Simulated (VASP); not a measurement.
# Mg2ZnS3 (P4/mmm) in VASP: a series of runs, part 2 of 2

VASP 6.6.1. Earlier steps stand in the parts before.

## 4. Relaxation of cell and atoms, PBE

File INCAR:

```
PREC     = Accurate       # precision mode
ENCUT    = 600            # plane-wave cutoff, eV
EDIFF    = 1E-6           # SCF threshold, eV
ISMEAR   = 0              # smearing method
SIGMA    = 0.1            # smearing width, eV
LREAL    = False          # projectors in reciprocal space
LASPH    = True           # aspherical terms in the spheres
NELM     = 100            # most SCF steps
ALGO     = Normal         # electronic algorithm
ISIF     = 3              # what is computed and relaxed
LWAVE    = False          # write WAVECAR
LCHARG   = False          # write CHGCAR
GGA      = PE             # functional
IBRION   = 2              # ionic algorithm
NSW      = 100            # ionic steps
EDIFFG   = -0.01          # ionic threshold
```

File KPOINTS:

```
regular mesh
0
Gamma
  10 10 4
```

File POSCAR:

```
Mg2ZnS3
1.0
    3.5730750563      0.0000000000      0.0000000000
    0.0000000000      3.5730750563      0.0000000000
    0.0000000000      0.0000000000     10.5529665841
Mg Zn S
2 1 3
Direct
    0.0000000000      0.0000000000      0.7814887950
    0.0000000000      0.0000000000      0.2185112050
    0.5000000000      0.5000000000      0.5000000000
    0.0000000000      0.0000000000      0.0000000000
    0.5000000000      0.5000000000      0.2921029346
    0.5000000000      0.5000000000      0.7078970654
```

Potentials or basis: VASP PAW PBE potentials, release 64 (Mg, Zn, S).

The run is started by

```
cat potpaw_PBE.64/Mg/POTCAR potpaw_PBE.64/Zn/POTCAR potpaw_PBE.64/S/POTCAR > POTCAR
mpirun -np 1 vasp_std > vasp.out
```

OUTCAR:

```text
PREC = Accurate
   ENCUT = 600
   EDIFF = 1E-6
   ISMEAR = 0
   LREAL = False
   LASPH = True
   NELM = 100
   ISIF = 3
   GGA = PE
   IBRION = 2
   NSW = 100
   EDIFFG = -0.01

 ion  position               nearest neighbor table
   1  0.000  0.000  0.781-   4 2.31   6 2.64   6 2.64   6 2.64   6 2.64
   2  0.000  0.000  0.219-   4 2.31   5 2.64   5 2.64   5 2.64   5 2.64
   3  0.500  0.500  0.500-   5 2.19   6 2.19
   4  0.000  0.000  0.000-   1 2.31   2 2.31
   5  0.500  0.500  0.292-   3 2.19   2 2.64   2 2.64   2 2.64   2 2.64
   6  0.500  0.500  0.708-   3 2.19   1 2.64   1 2.64   1 2.64   1 2.64

  LATTYP: Found a simple tetragonal cell.
 ALAT       =     3.5730750563
 C/A-ratio  =     2.9534690478

  Lattice vectors:

 A1 = (   3.5730750563,   0.0000000000,   0.0000000000)
 A2 = (   0.0000000000,   3.5730750563,   0.0000000000)
 A3 = (   0.0000000000,   0.0000000000,  10.5529665841)

Analysis of symmetry for initial positions (statically):
=====================================================================
 Subroutine PRICEL returns:
 Original cell was already a primitive cell.

 Routine SETGRP: Setting up the symmetry group for a
 simple tetragonal supercell.

 Subroutine GETGRP returns: Found 16 space group operations
 (whereof 16 operations were pure point group operations)
 out of a pool of 16 trial point group operations.

The static configuration has the point symmetry D_4h.

Analysis of symmetry for dynamics (positions and initial velocities):
=====================================================================
 Subroutine PRICEL returns:
 Original cell was already a primitive cell.

 Routine SETGRP: Setting up the symmetry group for a
 simple tetragonal supercell.

 Subroutine GETGRP returns: Found 16 space group operations
 (whereof 16 operations were pure point group operations)
 out of a pool of 16 trial point group operations.

The dynamic configuration has the point symmetry D_4h.

[... 134 lines left out ...]
   IVDW    =     0    specifies the selected vdW correction
   LEPSILON=     F    determine dielectric tensor
   LRPA    =     F    only Hartree local field effects (RPA)
 conjugate gradient relaxation of ions
 non-spin polarized calculation
 Gauss-broadening in eV      SIGMA  =   0.10
  energy-cutoff  :      600.00
  volume of cell :      134.73
 maximum number of plane-waves:      4544
 NGX is ok and might be reduce to    30
   NGX = 15   NGY = 15   NGZ = 43

--------------------------------------- Ionic step        1  -------------------------------------------

 number of electron      34.0000002 magnetization

 Free energy of the ion-electron system (eV)
  ---------------------------------------------------
  ext. energy  EPLUGINS =         0.00000000
  ---------------------------------------------------
  free energy    TOTEN  =       -20.51644338 eV

  energy without entropy =      -20.50043392  energy(sigma->0) =      -20.50843865

------------------------ aborting loop because EDIFF is reached ----------------------------------------

  FORCE on cell =-STRESS in cart. coord.  units (eV):
  Direction    XX          YY          ZZ          XY          YZ          ZX
  --------------------------------------------------------------------------------------
  -------------------------------------------------------------------------------------
  Total       -0.1093900     -0.1093900      0.0847725      0.0000000      0.0000000      0.0000000
  in kB       -1.3008565     -1.3008565      1.0081078      0.0000000      0.0000000      0.0000000
  external PRESSURE =      -0.5312017 kB  Pullay stress =       0.0000000 kB
[... 147 lines left out ...]
--------------------------------------- Ionic step        5  -------------------------------------------

 number of electron      34.0000005 magnetization

 Free energy of the ion-electron system (eV)
  ---------------------------------------------------
  ext. energy  EPLUGINS =         0.00000000
  ---------------------------------------------------
  free energy    TOTEN  =       -20.51743805 eV

  energy without entropy =      -20.50137985  energy(sigma->0) =      -20.50940895

 E-fermi :   3.3083     XC(G=0):  -8.7718

 val. band max:        3.3061021498   @ k =   0.4000   0.1000   0.2500
 cond. band min:       3.3086691982   @ k =   0.1000   0.0000   0.0000
 fundamental gap:      0.0025670484
 Fermi energy:         3.3082846967

 k-point     1 :       0.0000    0.0000    0.0000
  band No.  band energies     occupation
      1     -11.3891      2.00000
      2     -11.0851      2.00000
      3      -8.5695      2.00000
      4      -5.4824      2.00000
      5      -5.2227      2.00000
      6      -5.1852      2.00000
[... 565 lines left out ...]
     20       6.1172      0.00000
     21       6.2867      0.00000

 [... further k-points ...]

------------------------ aborting loop because EDIFF is reached ----------------------------------------

  FORCE on cell =-STRESS in cart. coord.  units (eV):
  Direction    XX          YY          ZZ          XY          YZ          ZX
  --------------------------------------------------------------------------------------
  -------------------------------------------------------------------------------------
  Total        0.0105320      0.0105320      0.0328748      0.0000000      0.0000000     -0.0000000
  in kB        0.1256450      0.1256450      0.3921922      0.0000000      0.0000000     -0.0000000
  external PRESSURE =       0.2144940 kB  Pullay stress =       0.0000000 kB
[... 21 lines left out ...]
  FREE ENERGIE OF THE ION-ELECTRON SYSTEM (eV)
  ---------------------------------------------------
  free  energy   TOTEN  =       -20.5174380459 eV

  energy  without entropy=      -20.5013798450  energy(sigma->0) =      -20.50940895

 reached required accuracy - stopping structural energy minimisation
```

CONTCAR:

```text
Mg2ZnS3
   1.00000000000000
     3.5659550954239139    0.0000000000000000    0.0000000000000000
     0.0000000000000000    3.5659550954239139    0.0000000000000000
     0.0000000000000000    0.0000000000000000   10.5614258900613276
  Mg              Zn              S
     2     1     3
Direct
     0.0000000000000000    0.0000000000000000    0.7821583830005837
     0.0000000000000000    0.0000000000000000    0.2178416169994163
     0.5000000000000000    0.5000000000000000    0.5000000000000000
     0.0000000000000000    0.0000000000000000    0.0000000000000000
     0.5000000000000000    0.5000000000000000    0.2915874656888351
     0.5000000000000000    0.5000000000000000    0.7084125343111649

  0.00000000E+00  0.00000000E+00  0.00000000E+00
  0.00000000E+00  0.00000000E+00  0.00000000E+00
  0.00000000E+00  0.00000000E+00  0.00000000E+00
  0.00000000E+00  0.00000000E+00  0.00000000E+00
  0.00000000E+00  0.00000000E+00  0.00000000E+00
  0.00000000E+00  0.00000000E+00  0.00000000E+00
```

It took 31 min on 1 thread of Intel Xeon 8259CL, shared host; peak memory 0.44 GiB.

What came out:

- Free energy: -20.5174 eV
- Relaxed volume: 22.38 Å³/atom
- Relaxed cell: a = 3.566 Å, b = 3.566 Å, c = 10.561 Å, α = 90.00°, β = 90.00°, γ = 90.00°
- Space group after relaxing (to 0.1 Å): P4/mmm (No. 123)
- Energy gained by relaxing: 0.2 meV/atom
- Ionic steps: 5
- Pressure after relaxing: 0.0 GPa
- Largest force after relaxing: 0.008 eV/Å
- Band gap on the k mesh: zero (bands 17 and 18 overlap by 0.23 eV)

Forces on the atoms (eV/Å):
```
Mg   0.000  0.000  0.006
Mg   0.000  0.000 -0.006
Zn   0.000  0.000  0.000
S    0.000  0.000  0.000
S    0.000  0.000  0.008
S    0.000  0.000 -0.008
```

The path:
```
step  energy change (eV)  largest force (eV/Å)  pressure (GPa)  volume (Å³)
   1              0.0000                0.0595           -0.05       134.73
   2             -0.0007                0.0421           -0.06       134.58
   3             -0.0009                0.0248           -0.06       134.44
   4             -0.0010                0.0038            0.07       134.22
   5             -0.0010                0.0077            0.02       134.30
```

Final structure:
```yaml
crystal:
  lattice:
    - [3.56596, 0.00000, 0.00000]
    - [0.00000, 3.56596, 0.00000]
    - [0.00000, 0.00000, 10.56143]
  atoms:
    - { symbol: Mg, position: [0.00000, 0.00000, 0.78216] }
    - { symbol: Mg, position: [0.00000, 0.00000, 0.21784] }
    - { symbol: Zn, position: [0.50000, 0.50000, 0.50000] }
    - { symbol: S, position: [0.00000, 0.00000, 0.00000] }
    - { symbol: S, position: [0.50000, 0.50000, 0.29159] }
    - { symbol: S, position: [0.50000, 0.50000, 0.70841] }
```

Caveat: semilocal functionals underestimate gaps, and a narrow one can read as zero.

## 5. Summary

| task | cell | k mesh | cutoff (eV) | gap on the mesh (eV) | pressure (GPa) | relaxed volume (Å³/atom) | largest force (eV/Å) |
| --- | --- | --- | --- | --- | --- | --- | --- |
| single point | a = 3.572, b = 3.572, c = 10.565 Å, 6 atoms, atomic positions A | 10 × 10 × 4 | 520 | none | -0.1 | - | 0.03 |
| relaxation of cell and atoms | relaxed from a = 3.573, b = 3.573, c = 10.553 Å, 6 atoms, atomic positions B | 6 × 6 × 2 | 600 | none | -0.2 | 22.40 | 0.04 |
| relaxation of cell and atoms | relaxed from a = 3.573, b = 3.573, c = 10.553 Å, 6 atoms, atomic positions B | 10 × 10 × 4 | 600 | none | 0.0 | 22.38 | 0.01 |

Alike in all rows: level PBE; potentials or basis VASP PAW PBE potentials, release 64 (Mg, Zn, S); no spin polarisation; smearing gaussian 0.1 eV.

Caveats: semilocal functionals underestimate gaps, and a narrow one can read as zero.

Absolute energies hang on the potentials; compare differences alone.

The gap in the log of VASP goes by the Fermi energy; the results here count the filled bands.